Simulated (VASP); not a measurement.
# C (P6_3/mmc) in VASP: notebook

C is run at these levels: PBE; tasks: single point.

The COD entry that gives the cell may itself be a prediction, so a difference from it is no test against experiment.

Everything below comes from runs of VASP 6.6.1. Logs are shortened: lines on timing, memory, paths and dates and some standing lists are left out, and cuts for length are marked.

### 1 The cell of the first run

The structure is hexagonal, space group P6_3/mmc (No. 194). The conventional cell has a = 2.495 Å, b = 2.495 Å, c = 12.304 Å, α = 90.00°, β = 90.00°, γ = 120.00°. C (site symmetry 3m) has 4 C at 1.53 to 1.55 Å within 2.0 Å. Within 2.0 Å of C (site symmetry 3m) lie 4 C at 1.53 Å. Within 2.0 Å of C (site symmetry 3m) lie 4 C at 1.53 Å.

### 2 Single point, PBE (volume scaled by 0.97, then relaxed in part)

INCAR

```
SYSTEM = C
ALGO     = Normal         ! electronic algorithm
EDIFF    = 1E-6           ! SCF threshold, eV
ENCUT    = 520            ! plane-wave cutoff, eV
GGA      = PE             ! functional
ISIF     = 2              ! what is computed and relaxed
ISMEAR   = 0              ! smearing method
LASPH    = .TRUE.         ! aspherical terms in the spheres
LCHARG   = .FALSE.        ! write CHGCAR
LREAL    = .FALSE.        ! projectors in reciprocal space
LWAVE    = .FALSE.        ! write WAVECAR
NBANDS   = 36             ! bands
NELM     = 80             ! most SCF steps
PREC     = Accurate       ! precision mode
SIGMA    = 0.02           ! smearing width, eV
```

KPOINTS

```
k-points
0
G
  12 12 2
  0 0 0
```

POSCAR

```
C
1.0
    2.4949656017      0.0000000000      0.0000000000
   -1.2474828008      2.1607035926      0.0000000000
    0.0000000000      0.0000000000     12.3038556776
C
12
Direct
    0.0000000000      0.0000000000      0.1868902007
    0.0000000000      0.0000000000      0.6868902007
    0.0000000000      0.0000000000      0.3131097993
    0.0000000000      0.0000000000      0.8131097993
    0.3333333333      0.6666666667      0.5207724736
    0.6666666667      0.3333333333      0.0207724736
    0.3333333333      0.6666666667      0.9792275264
    0.6666666667      0.3333333333      0.4792275264
    0.3333333333      0.6666666667      0.6450885175
    0.6666666667      0.3333333333      0.1450885175
    0.3333333333      0.6666666667      0.8549114825
    0.6666666667      0.3333333333      0.3549114825
```

Potentials or basis: VASP PAW PBE potentials, release 64 (C).

Started as:

```bash
> cat potpaw_PBE.64/C/POTCAR > POTCAR
> mpirun -np 1 vasp_std > vasp.out
```

OUTCAR:

```text
SYSTEM = C
   EDIFF = 1E-6
   ENCUT = 520
   GGA = PE
   ISIF = 2
   ISMEAR = 0
   LASPH = .TRUE.
   LREAL = .FALSE.
   NELM = 80
   PREC = Accurate

 ion  position               nearest neighbor table
   1  0.000  0.000  0.187-  10 1.53  10 1.53  10 1.53   3 1.55
   2  0.000  0.000  0.687-   9 1.53   9 1.53   9 1.53   4 1.55
   3  0.000  0.000  0.313-  12 1.53  12 1.53  12 1.53   1 1.55
   4  0.000  0.000  0.813-  11 1.53  11 1.53  11 1.53   2 1.55
   5  0.333  0.667  0.521-   8 1.53   8 1.53   8 1.53   9 1.53
   6  0.667  0.333  0.021-   7 1.53   7 1.53   7 1.53  10 1.53
   7  0.333  0.667  0.979-   6 1.53   6 1.53   6 1.53  11 1.53
   8  0.667  0.333  0.479-   5 1.53   5 1.53   5 1.53  12 1.53
   9  0.333  0.667  0.645-   2 1.53   2 1.53   2 1.53   5 1.53
  10  0.667  0.333  0.145-   1 1.53   1 1.53   1 1.53   6 1.53
  11  0.333  0.667  0.855-   4 1.53   4 1.53   4 1.53   7 1.53
  12  0.667  0.333  0.355-   3 1.53   3 1.53   3 1.53   8 1.53

  LATTYP: Found a hexagonal cell.
 ALAT       =     2.4949656017
 C/A-ratio  =     4.9314730709

  Lattice vectors:

 A1 = (   2.4949656017,   0.0000000000,   0.0000000000)
 A2 = (  -1.2474828008,   2.1607035926,   0.0000000000)
 A3 = (   0.0000000000,   0.0000000000,  12.3038556776)

Analysis of symmetry for initial positions (statically):
=====================================================================
 Subroutine PRICEL returns:
 Original cell was already a primitive cell.

 Routine SETGRP: Setting up the symmetry group for a
 hexagonal supercell.

 Subroutine GETGRP returns: Found 24 space group operations
 (whereof 12 operations were pure point group operations)
 out of a pool of 24 trial point group operations.

The static configuration has the point symmetry D_3d.
 The point group associated with its full space group is D_6h.

Analysis of symmetry for dynamics (positions and initial velocities):
=====================================================================
 Subroutine PRICEL returns:
 Original cell was already a primitive cell.

 Routine SETGRP: Setting up the symmetry group for a
 hexagonal supercell.

 Subroutine GETGRP returns: Found 24 space group operations
 (whereof 12 operations were pure point group operations)
 out of a pool of 24 trial point group operations.

[... 124 lines left out ...]
   NSW    =      0    number of steps for IOM
   IBRION =     -1    ionic relax: 0-MD 1-quasi-New 2-CG
   NFREE  =      0    steps in history (QN), initial steepest desc. (CG)
   ISIF   =      2    stress and relaxation
   ISYM   =      2    0-nonsym 1-usesym 2-fastsym
   POTIM  = 0.5000    time-step for ionic-motion
   TEBEG  =    0.0;   TEEND  =   0.0 temperature during run
   PSTRESS=    0.0 pullay stress
   NELECT =      48.0000    total number of electrons
   NUPDOWN=      -1.0000    fix difference up-down
   EMIN   =  10.00;   EMAX   =-10.00  energy-range for DOS
   EFERMI =   0.00;   METHOD = LEGACY
   ISMEAR =     0;   SIGMA  =   0.02  broadening in eV -4-tet -1-fermi 0-gaus
   EFERMI_NEDOS =   21; number of points for ismear=-14 and -15
   IALGO  =     38    algorithm
   IMIX   =      4    mixing-type and parameters
     AMIX     =   0.40;   BMIX     =  1.00
     AMIX_MAG =   1.60;   BMIX_MAG =  1.00
  volume/ion in A,a.u.               =       5.53        37.30
  Fermi-wavevector in a.u.,A,eV,Ry     =   1.469789  2.777498 29.392379  2.160279
  Thomas-Fermi vector in A             =   2.585124
   LORBIT       =      0    0 simple, 1 ext, 2 COOP (PROOUT), +10 PAW based schemes
   GGA     = PE    functional components
   LHFCALC =     F    Hartree Fock is set to
   AEXX    =    0.0000 exact exchange contribution
   IVDW    =     0    specifies the selected vdW correction
   LEPSILON=     F    determine dielectric tensor
   LRPA    =     F    only Hartree local field effects (RPA)
 non-spin polarized calculation
 Gauss-broadening in eV      SIGMA  =   0.02
  energy-cutoff  :      520.00
  volume of cell :       66.33
 maximum number of plane-waves:      1821
 NGX is ok and might be reduce to    20
   NGX =  9   NGY =  9   NGZ = 45

 number of electron      47.9999998 magnetization

 Free energy of the ion-electron system (eV)
  ---------------------------------------------------
  ext. energy  EPLUGINS =         0.00000000
  ---------------------------------------------------
  free energy    TOTEN  =      -108.94442499 eV

  energy without entropy =     -108.94442499  energy(sigma->0) =     -108.94442499

 E-fermi :  10.3259     XC(G=0): -13.3797

 val. band max:       10.2020173184   @ k =   0.0000   0.0000   0.0000
 cond. band min:      14.7163223033   @ k =   0.3333  -0.0000   0.0000
 fundamental gap:      4.5143049849
 Fermi energy:        10.3258905162

 k-point     1 :       0.0000    0.0000    0.0000
  band No.  band energies     occupation
      1     -11.7306      2.00000
      2     -10.9937      2.00000
      3     -10.9175      2.00000
      4      -8.7116      2.00000
      5      -8.6517      2.00000
      6      -5.8756      2.00000
[... 925 lines left out ...]
     35      19.7271      0.00000
     36      19.7271      0.00000

 [... further k-points ...]
[... 5 lines left out ...]
  --------------------------------------------------------------------------------------
  -------------------------------------------------------------------------------------
  Total        6.1067724      6.1067724      6.0962856      0.0000000      0.0000000      0.0000000
  in kB      147.5099550    147.5099550    147.2566464      0.0000000      0.0000000      0.0000000
  external PRESSURE =     147.4255188 kB  Pullay stress =       0.0000000 kB

 VOLUME and BASIS-vectors are now :
 -----------------------------------------------------------------------------
  energy-cutoff  :      520.00
  volume of cell :       66.33
      direct lattice vectors                 reciprocal lattice vectors
     2.494965602  0.000000000  0.000000000     0.400807129  0.231406104  0.000000000
    -1.247482801  2.160703593  0.000000000     0.000000000  0.462812208  0.000000000
     0.000000000  0.000000000 12.303855678     0.000000000  0.000000000  0.081275336

 POSITION                                       TOTAL-FORCE (eV/Angst)
 -----------------------------------------------------------------------------------
      0.00000      0.00000      2.29947        -0.000000     -0.000000      0.004735
      0.00000      0.00000      8.45140         0.000000     -0.000000      0.004735
      0.00000      0.00000      3.85246         0.000000      0.000000     -0.004735
      0.00000      0.00000     10.00439         0.000000      0.000000     -0.004735
     -0.00000      1.44047      6.40751         0.000000     -0.000000      0.000266
      1.24748      0.72023      0.25558        -0.000000     -0.000000      0.000266
     -0.00000      1.44047     12.04827         0.000000     -0.000000     -0.000266
      1.24748      0.72023      5.89635        -0.000000     -0.000000     -0.000266
     -0.00000      1.44047      7.93708        -0.000000      0.000000     -0.000458
      1.24748      0.72023      1.78515         0.000000     -0.000000     -0.000458
     -0.00000      1.44047     10.51871        -0.000000      0.000000      0.000458
      1.24748      0.72023      4.36678         0.000000     -0.000000      0.000458
 -----------------------------------------------------------------------------------
    total drift:                               -0.000000      0.000000      0.000000

  FREE ENERGIE OF THE ION-ELECTRON SYSTEM (eV)
  ---------------------------------------------------
  free  energy   TOTEN  =      -108.9444249873 eV

  energy  without entropy=     -108.9444249873  energy(sigma->0) =     -108.94442499
```

OSZICAR:

```text
N       E                     dE             d eps       ncg     rms          rms(c)
DAV:   1     0.123938540650E+03    0.12394E+03   -0.25714E+04  2736   0.131E+03
DAV:   2    -0.104261668305E+03   -0.22820E+03   -0.21619E+03  3620   0.253E+02
DAV:   3    -0.112984397623E+03   -0.87227E+01   -0.86593E+01  3628   0.449E+01
DAV:   4    -0.113087208255E+03   -0.10281E+00   -0.10250E+00  3576   0.518E+00
DAV:   5    -0.113089395850E+03   -0.21876E-02   -0.21851E-02  3540   0.691E-01    0.141E+01
DAV:   6    -0.109979626922E+03    0.31098E+01   -0.20515E+00  3184   0.677E+00    0.839E+00
DAV:   7    -0.108941083748E+03    0.10385E+01   -0.25682E+00  3252   0.780E+00    0.180E+00
DAV:   8    -0.108944105507E+03   -0.30218E-02   -0.69188E-02  3452   0.124E+00    0.101E-01
DAV:   9    -0.108944321227E+03   -0.21572E-03   -0.11843E-03  3584   0.197E-01    0.379E-02
DAV:  10    -0.108944389681E+03   -0.68454E-04   -0.96356E-05  3340   0.542E-02    0.209E-02
DAV:  11    -0.108944422429E+03   -0.32748E-04   -0.22873E-05  3300   0.293E-02    0.475E-03
DAV:  12    -0.108944425074E+03   -0.26452E-05   -0.25421E-06  3040   0.968E-03    0.913E-04
DAV:  13    -0.108944424987E+03    0.86745E-07   -0.88554E-08  2048   0.176E-03
   1 F= -.10894442E+03 E0= -.10894442E+03  d E =-.171337E-20
```

It took 71 s on 1 thread of Intel Xeon 6975P-C, shared host; peak memory 0.21 GiB.

Results:

- Free energy: -108.9444 eV
- Pressure: 14.7 GPa
- Largest force: 0.005 eV/Å
- Band gap on the k mesh: 4.51 eV, indirect (least direct gap 5.44 eV)

Forces in eV/Å, atoms in the order of the input:
```
C    0.000  0.000  0.005
C    0.000  0.000  0.005
C    0.000  0.000 -0.005
C    0.000  0.000 -0.005
C    0.000  0.000  0.000
C    0.000  0.000  0.000
C    0.000  0.000  0.000
C    0.000  0.000  0.000
C    0.000  0.000  0.000
C    0.000  0.000  0.000
C    0.000  0.000  0.000
C    0.000  0.000  0.000
```

Levels at points of the mesh, in eV from the valence-band top:
| k point | band 22 | band 23 | band 24 | band 25 | band 26 | band 27 |
| --- | --- | --- | --- | --- | --- | --- |
| (0.00, 0.00, 0.00) | -0.16 | 0.00 | 0.00 | 5.44 | 5.44 | 5.58 |
| (0.50, 0.00, 0.00) | -4.13 | -3.71 | -2.98 | 4.68 | 5.28 | 5.34 |
| (0.00, 0.00, 0.50) | -0.33 | -0.33 | -0.33 | 5.84 | 5.84 | 5.84 |
| (0.50, 0.00, 0.50) | -3.87 | -3.33 | -3.33 | 4.85 | 4.85 | 5.92 |

 A k mesh can miss the band edges.

(Continued in part 2 of 2.)
